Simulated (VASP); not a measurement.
Here is a VASP 6.6.1 calculation.

Contents of INCAR:

```
PREC = Accurate
ENCUT = 520
EDIFF = 1E-6
ISMEAR = 0
SIGMA = 0.1
LREAL = F
LASPH = T
NELM = 100
ALGO = Fast
ISIF = 2
LWAVE = F
LCHARG = F
GGA = PE
NBANDS = 28
```

The input KPOINTS:

```
Automatic mesh
0
Gamma
  10 10 6
```

POSCAR

```
Al3Rh2
1.0
    3.7370318561      0.0000000000      0.0000000000
    0.0000000000      3.7370318561      0.0000000000
    0.0000000000      0.0000000000      6.1157323273
Al Rh
3 2
Direct
    0.0000000000      0.0000000000      0.8336664138
    0.5000000000      0.0000000000      0.4837597033
    0.0000000000      0.5000000000      0.4837597033
    0.0000000000      0.0000000000      0.2304614977
    0.5000000000      0.5000000000      0.7842229221
```

Potentials or basis: VASP PAW PBE potentials, release 64 (Al, Rh_pv).

Launch:

```bash
$ cat potpaw_PBE.64/Al/POTCAR potpaw_PBE.64/Rh_pv/POTCAR > POTCAR
$ mpirun -np 1 vasp_std > vasp.out
```

Task: Estimate the pressure.

Result: 0.0 GPa.

Task: Estimate the largest force.

Result: 0.013 eV/Å.

Forces on the atoms (eV/Å):
```
Al   0.000  0.000 -0.009
Al   0.000  0.000  0.013
Al   0.000  0.000  0.013
Rh   0.000  0.000 -0.010
Rh   0.000  0.000 -0.006
```
